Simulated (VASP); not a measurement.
# Te (Pm-3n) in VASP: a series of runs, part 2 of 2

VASP 6.6.1.

## (3) Single point, RPBE

INCAR

```
SYSTEM = Te
ALGO = Normal
EDIFF = 1E-7
ENCUT = 520
GGA = RP
ISIF = 2
ISMEAR = -1
LASPH = .True.
LCHARG = .False.
LREAL = .False.
LWAVE = .False.
NBANDS = 34
NELM = 60
PREC = Accurate
SIGMA = 0.1
```

KPOINTS

```
k-points
0
Gamma
  6 6 6
  0 0 0
```

POSCAR

```
Te
1.0
    6.2158002389      0.0000000000      0.0000000000
    0.0000000000      6.2158002389      0.0000000000
    0.0000000000      0.0000000000      6.2158002389
Te
8
Direct
    1.0000000000      0.0000000000      1.0000000000
    0.5000000000      0.5000000000      0.5000000000
    0.2500000000      1.0000000000      0.5000000000
    0.7500000000      0.0000000000      0.5000000000
    0.5000000000      0.2500000000      0.0000000000
    0.5000000000      0.7500000000      0.0000000000
    0.0000000000      0.5000000000      0.2500000000
    0.0000000000      0.5000000000      0.7500000000
```

Potentials or basis: VASP PAW PBE potentials, release 64 (Te).

Launch:

```bash
cat potpaw_PBE.64/Te/POTCAR > POTCAR
mpirun -np 1 vasp_std > vasp.out
```

OUTCAR:

```text
SYSTEM = Te
   EDIFF = 1E-7
   ENCUT = 520
   GGA = RP
   ISIF = 2
   ISMEAR = -1
   LASPH = .True.
   LREAL = .False.
   NELM = 60
   PREC = Accurate

 ion  position               nearest neighbor table
   1  0.000  0.000  0.000-   3 3.47   4 3.47   5 3.47   6 3.47   7 3.47   8 3.47   3 3.47   4 3.47
                             7 3.47   8 3.47   5 3.47   6 3.47
   2  0.500  0.500  0.500-   3 3.47   4 3.47   5 3.47   6 3.47   7 3.47   8 3.47   5 3.47   6 3.47
                             3 3.47   4 3.47   7 3.47   8 3.47
   3  0.250  0.000  0.500-   4 3.11   4 3.11   1 3.47   1 3.47   2 3.47   2 3.47
   4  0.750  0.000  0.500-   3 3.11   3 3.11   1 3.47   1 3.47   2 3.47   2 3.47
   5  0.500  0.250  0.000-   6 3.11   6 3.11   1 3.47   2 3.47   2 3.47   1 3.47
   6  0.500  0.750  0.000-   5 3.11   5 3.11   1 3.47   2 3.47   2 3.47   1 3.47
   7  0.000  0.500  0.250-   8 3.11   8 3.11   1 3.47   2 3.47   1 3.47   2 3.47
   8  0.000  0.500  0.750-   7 3.11   7 3.11   1 3.47   2 3.47   1 3.47   2 3.47

  LATTYP: Found a simple cubic cell.
 ALAT       =     6.2158002389

  Lattice vectors:

 A1 = (   6.2158002389,   0.0000000000,   0.0000000000)
 A2 = (   0.0000000000,   6.2158002389,   0.0000000000)
[... 193 lines left out ...]
  band No.  band energies     occupation
      1      -6.3118      2.00000
      2      -4.1994      2.00000
      3      -4.1994      2.00000
      4      -4.0559      2.00000
      5      -2.7097      2.00000
      6      -2.6303      2.00000
[... 729 lines left out ...]
     33      14.2684      0.00000
     34      14.2684      0.00000

------------------------ aborting loop because EDIFF is reached ----------------------------------------

  FORCE on cell =-STRESS in cart. coord.  units (eV):
  Direction    XX          YY          ZZ          XY          YZ          ZX
  --------------------------------------------------------------------------------------
  -------------------------------------------------------------------------------------
  Total       -0.5830384     -0.5830384     -0.5830384      0.0000000      0.0000000      0.0000000
  in kB       -3.8897044     -3.8897044     -3.8897044      0.0000000      0.0000000      0.0000000
  external PRESSURE =      -3.8897044 kB  Pullay stress =       0.0000000 kB

 VOLUME and BASIS-vectors are now :
 -----------------------------------------------------------------------------
  energy-cutoff  :      520.00
  volume of cell :      240.15
      direct lattice vectors                 reciprocal lattice vectors
     6.215800239  0.000000000  0.000000000     0.160880331  0.000000000  0.000000000
     0.000000000  6.215800239  0.000000000     0.000000000  0.160880331  0.000000000
     0.000000000  0.000000000  6.215800239     0.000000000  0.000000000  0.160880331

 POSITION                                       TOTAL-FORCE (eV/Angst)
 -----------------------------------------------------------------------------------
      0.00000      0.00000      0.00000        -0.000000     -0.000000     -0.000000
      3.10790      3.10790      3.10790        -0.000000     -0.000000     -0.000000
      1.55395      0.00000      3.10790         0.000000     -0.000000      0.000000
      4.66185      0.00000      3.10790        -0.000000      0.000000      0.000000
      3.10790      1.55395      0.00000         0.000000     -0.000000      0.000000
      3.10790      4.66185      0.00000        -0.000000      0.000000     -0.000000
      0.00000      3.10790      1.55395        -0.000000      0.000000     -0.000000
      0.00000      3.10790      4.66185         0.000000     -0.000000      0.000000
 -----------------------------------------------------------------------------------
    total drift:                               -0.000000     -0.000000      0.000000

  FREE ENERGIE OF THE ION-ELECTRON SYSTEM (eV)
  ---------------------------------------------------
  free  energy   TOTEN  =       -18.3732150975 eV

  energy  without entropy=      -18.0454039495  energy(sigma->0) =      -18.20930952
```

OSZICAR:

```text
N       E                     dE             d eps       ncg     rms          rms(c)
DAV:   1     0.221546210929E+03    0.22155E+03   -0.17553E+04  1360   0.115E+03
DAV:   2    -0.160520167325E+01   -0.22315E+03   -0.21537E+03  1812   0.171E+02
DAV:   3    -0.181496895749E+02   -0.16544E+02   -0.16016E+02  1630   0.481E+01
DAV:   4    -0.184688339314E+02   -0.31914E+00   -0.31827E+00  1482   0.793E+00
DAV:   5    -0.184775271698E+02   -0.86932E-02   -0.86927E-02  1592   0.144E+00    0.156E+01
DAV:   6    -0.183807253161E+02    0.96802E-01   -0.19061E-01  1458   0.199E+00    0.968E+00
DAV:   7    -0.183834253682E+02   -0.27001E-02   -0.13443E-01  1424   0.175E+00    0.273E+00
DAV:   8    -0.183731187535E+02    0.10307E-01   -0.24697E-02  1428   0.806E-01    0.722E-01
DAV:   9    -0.183735264794E+02   -0.40773E-03   -0.94796E-03  1436   0.330E-01    0.619E-01
DAV:  10    -0.183732186087E+02    0.30787E-03   -0.17886E-03  1422   0.158E-01    0.518E-01
DAV:  11    -0.183732459602E+02   -0.27352E-04   -0.53237E-04  1418   0.924E-02    0.251E-01
DAV:  12    -0.183732352743E+02    0.10686E-04   -0.10705E-05  1692   0.151E-02    0.180E-01
DAV:  13    -0.183732182995E+02    0.16975E-04   -0.11389E-05  1430   0.136E-02    0.515E-02
DAV:  14    -0.183732169586E+02    0.13409E-05   -0.38722E-06  1442   0.673E-03    0.271E-02
DAV:  15    -0.183732166826E+02    0.27598E-06   -0.15086E-07   930   0.167E-03    0.269E-02
DAV:  16    -0.183732150697E+02    0.16129E-05   -0.89403E-07  1412   0.353E-03    0.568E-03
DAV:  17    -0.183732150975E+02   -0.27811E-07   -0.13750E-07   790   0.147E-03
   1 F= -.18373215E+02 E0= -.18209310E+02  d E =-.327811E+00
```

Wall time 2.3 min (1 thread of Intel Xeon Platinum 8375C at 2.90GHz (Ice Lake), shared host); peak memory 0.38 GiB.

What came out:

```
Free energy            : -18.3732 eV
Pressure               : -0.4 GPa
Band gap on the k mesh : zero (band 24 reaches 7.68 eV, above the bottom of band 25 at 6.40 eV)
```

Caveat: the PAW data sets were made with another functional, which shifts forces and pressure a little; spin-orbit coupling is left out, which moves the levels of the heavy elements.

## (4) Relaxation of cell and atoms, RPBE

This run uses another cell than the first one, of 28.84 Å³/atom, 0.961 times its volume.

INCAR

```
PREC     = Accurate       # precision mode
ENCUT    = 600            # plane-wave cutoff, eV
EDIFF    = 1E-6           # SCF threshold, eV
ISMEAR   = -1             # smearing method
SIGMA    = 0.1            # smearing width, eV
LREAL    = False          # projectors in reciprocal space
LASPH    = True           # aspherical terms in the spheres
NELM     = 80             # most SCF steps
ALGO     = Normal         # electronic algorithm
ISIF     = 3              # what is computed and relaxed
LWAVE    = False          # write WAVECAR
LCHARG   = False          # write CHGCAR
GGA      = RP             # functional
IBRION   = 2              # ionic algorithm
NSW      = 80             # ionic steps
EDIFFG   = -0.01          # ionic threshold
```

KPOINTS

```
Automatic mesh
0
Gamma
  4 4 4
```

POSCAR

```
Te
1.0
    6.1330711348      0.0000000000      0.0000000000
    0.0000000000      6.1330711348      0.0000000000
    0.0000000000      0.0000000000      6.1330711348
Te
8
Direct
    0.0000000000      0.0000000000      0.0000000000
    0.5000000000      0.5000000000      0.5000000000
    0.2500000000      0.0000000000      0.5000000000
    0.7500000000      0.0000000000      0.5000000000
    0.5000000000      0.2500000000      0.0000000000
    0.5000000000      0.7500000000      0.0000000000
    0.0000000000      0.5000000000      0.2500000000
    0.0000000000      0.5000000000      0.7500000000
```

Launch:

```bash
cat potpaw_PBE.64/Te/POTCAR > POTCAR
mpirun -np 1 vasp_std > vasp.out
```

It took 3.2 min on 1 thread of Intel Xeon Platinum 8375C at 2.90GHz (Ice Lake), shared host; peak memory 0.38 GiB.

The run converged. Its results:

```yaml
Free_energy: -18.3322 eV
Relaxed_volume: 29.98 Å³/atom
Relaxed_cell: a = 6.213 Å, b = 6.213 Å, c = 6.213 Å, α = 90.00°, β = 90.00°, γ = 90.00°
Space_group_after_relaxing_to_0.05_Å: Pm-3n (No. 223)
Energy_gained_by_relaxing: 6.6 meV/atom
Ionic_steps: 3
Pressure_after_relaxing: 0.0 GPa
```

The path:
```csv
step,energy change (eV),largest force (eV/Å),pressure (GPa),volume (Å³)
1,0.0000,0.0000,1.92,230.69
2,-0.0489,0.0000,-0.46,242.43
3,-0.0527,0.0000,0.01,239.83
```

Final structure:
```yaml
crystal:
  lattice:
    - [6.21303, 0.00000, 0.00000]
    - [0.00000, 6.21303, 0.00000]
    - [0.00000, 0.00000, 6.21303]
  atoms:
    - { symbol: Te, position: [0.00000, 0.00000, 0.00000] }
    - { symbol: Te, position: [0.50000, 0.50000, 0.50000] }
    - { symbol: Te, position: [0.25000, 0.00000, 0.50000] }
    - { symbol: Te, position: [0.75000, 0.00000, 0.50000] }
    - { symbol: Te, position: [0.50000, 0.25000, 0.00000] }
    - { symbol: Te, position: [0.50000, 0.75000, 0.00000] }
    - { symbol: Te, position: [0.00000, 0.50000, 0.25000] }
    - { symbol: Te, position: [0.00000, 0.50000, 0.75000] }
```

Levels at points of the mesh, in eV from the Fermi level:
| k point | band 22 | band 23 | band 24 | band 25 | band 26 | band 27 |
| --- | --- | --- | --- | --- | --- | --- |
| (0.00, 0.00, 0.00) | -0.22 | -0.22 | 0.10 | 0.10 | 0.10 | 1.38 |
| (0.50, 0.00, 0.00) | -1.01 | -0.41 | -0.41 | 0.14 | 0.14 | 1.32 |
| (0.50, 0.50, 0.00) | -0.57 | -0.20 | -0.20 | 0.27 | 0.27 | 0.41 |
| (0.50, 0.50, 0.50) | -0.86 | -0.74 | -0.74 | -0.74 | -0.74 | -0.32 |

Caveat: the bands computed are all filled at some k points, so no gap is given; the PAW data sets were made with another functional, which shifts forces and pressure a little; spin-orbit coupling is left out, which moves the levels of the heavy elements.

## (5) Summary

```tsv
task	cell	k mesh	cutoff (eV)	gap on the mesh (eV)	pressure (GPa)
single point	a = 6.216 Å, 8 atoms	4 × 4 × 4	520	none	-0.1
single point	a = 6.216 Å, 8 atoms	6 × 6 × 6	520	none	-0.4
relaxation of cell and atoms	relaxed from a = 6.133 Å, 8 atoms	4 × 4 × 4	600	-	0.0
```

Alike in all rows: level RPBE; potentials or basis VASP PAW PBE potentials, release 64 (Te); no spin polarisation; smearing fermi-dirac 0.1 eV.

Caveats: the PAW data sets were made with another functional, which shifts forces and pressure a little; spin-orbit coupling is left out, which moves the levels of the heavy elements; the bands computed are all filled at some k points, so no gap is given (some runs).

Total energies depend on the potentials used, so only differences within one code and one set of settings carry meaning.
